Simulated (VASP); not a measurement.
Wanted: the native input for a VASP 6.6.1 run.

```yaml
Task: single point
Functional: PBE
Potentials_or_basis: VASP PAW PBE potentials, release 64 (Zr_sv, Ag)
Cutoff: 520 eV
k_mesh: 4 × 4 × 4
Occupations: gaussian, width 0.2 eV
Spin: no spin polarisation
Dipole_correction: no
Further_INCAR_settings: ALGO = Fast; EDIFF = 1e-06; NBANDS = 38
```

The structure of Zr4Ag lies in POSCAR:

```
Zr4Ag
1.0
   -2.8152415453      2.6452690132      4.1426109874
    2.8152415453     -2.6452690132      4.1426109874
    2.8152415453      2.6452690132     -4.1426109874
Zr Ag
4 1
Direct
    0.1775275745      0.4273411688      0.2498135943
    0.8224724255      0.5726588312      0.7501864057
    0.1775275745     -0.0722860199      0.7501864057
    0.8224724255      1.0722860199      0.2498135943
    0.5000000000      0.0000000000      0.5000000000
```

The cell was built from a structure type or drawn by symmetry, and may not be a known phase.

One way to write it, as run:

INCAR

```
SYSTEM = Zr4Ag
ALGO = Fast
EDIFF = 1E-6
ENCUT = 520
GGA = PE
ISIF = 2
ISMEAR = 0
LASPH = .TRUE.
LCHARG = .TRUE.
LELF = .TRUE.
LREAL = .FALSE.
LVHAR = .TRUE.
LWAVE = .FALSE.
NBANDS = 38
NELM = 60
PREC = Accurate
SIGMA = 0.2
```

KPOINTS

```
k-points
0
G
  4 4 4
  0 0 0
```

Potentials or basis: VASP PAW PBE potentials, release 64 (Zr_sv, Ag).

The run is started by

```console
$ cat potpaw_PBE.64/Zr_sv/POTCAR potpaw_PBE.64/Ag/POTCAR > POTCAR
$ mpirun -np 1 vasp_std > vasp.out
```

Results of the run:

The pressure is 0.0 GPa and the largest force is 0.035 eV/Å. The band gap on the k mesh is zero (an odd number of electrons rules out a gap without spin polarisation).

Run time: 4.2 min on 1 thread of Intel Xeon 8259CL, with other jobs on the host, peak memory 0.29 GiB.
